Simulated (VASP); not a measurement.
# GdO: single point with PBE+D3(BJ)+U

GdO:

```
Gd O
1.0
     0.00000    2.68504    2.68504
     2.68504    0.00000    2.68504
     2.68504    2.68504    0.00000
Gd O
1 1
Direct
  0.00000 0.00000 0.00000
  0.25000 0.25000 0.25000
```

```json
{
 "Program": "VASP 6.6.1",
 "Task": "single point",
 "Functional": "PBE",
 "Dispersion": "D3(BJ)",
 "Potentials or basis": "VASP PAW PBE potentials, release 64 (Gd, O)",
 "Cutoff": "520 eV",
 "k mesh": "8 × 8 × 8",
 "Occupations": "gaussian, width 0.05 eV",
 "Spin": "collinear spin, ferromagnetic start",
 "Starting moments": "[7.71, 0.02] μB",
 "Hubbard terms": "Gd f U = 6.0 eV",
 "Dipole correction": "no",
 "Further INCAR settings": "ALGO = Normal; EDIFF = 1e-07; NBANDS = 23"
}
```

```
Pressure                                              : -0.8 GPa
Net moment                                            : 7.94 μB per cell
Site moments                                          : Gd +7.07; O +0.01 μB
Valence electrons inside the program's atomic spheres : Gd 15.18; O 5.01
Dispersion energy per atom                            : -0.278 eV
```

Levels at points of the mesh, in eV from the Fermi level:
Spin up:
| k point | band 12 | band 13 | band 14 | band 15 | band 16 | band 17 | band 18 | band 19 | band 20 | band 21 |
| --- | --- | --- | --- | --- | --- | --- | --- | --- | --- | --- |
| (0.00, 0.00, 0.00) | -8.33 | -5.69 | -5.69 | -5.69 | -2.44 | 2.48 | 2.48 | 4.41 | 4.41 | 4.41 |
| (0.50, 0.00, 0.00) | -8.33 | -5.45 | -5.27 | -5.27 | 0.03 | 2.35 | 2.35 | 2.89 | 4.51 | 4.51 |
| (0.50, 0.50, 0.00) | -8.34 | -6.27 | -4.52 | -4.52 | -1.04 | 0.93 | 4.06 | 4.52 | 4.52 | 7.25 |
Spin down:
```csv
k point,band 5,band 6,band 7,band 8,band 9,band 10,band 11,band 12
"(0.00, 0.00, 0.00)",-19.37,-5.55,-5.55,-5.55,-1.05,2.75,2.75,2.75
"(0.50, 0.00, 0.00)",-18.12,-5.14,-5.14,-5.09,1.42,2.41,2.64,2.64
"(0.50, 0.50, 0.00)",-17.77,-6.09,-4.40,-4.40,0.95,1.41,2.81,2.88
```

Eigenvalues of the final occupation matrices:
```tsv
site	spin	trace	eigenvalues
site 1 f	1	6.95	0.99 0.99 0.99 0.99 0.99 0.99 1.00
site 1 f	2	0.03	0.00 0.00 0.00 0.00 0.00 0.00 0.01
```

Wall time 77 s on 1 thread of Intel Xeon 6975P-C, with other jobs on the host, peak memory 0.22 GiB.

Caveat: spin-orbit coupling is left out, which moves the levels of the heavy elements; a cell with one magnetic atom can't hold antiferromagnetic order, which such compounds often take; pairwise dispersion overbinds metals, which lowers pressure and volume. The state reached can hang on the start; a lower one may exist.
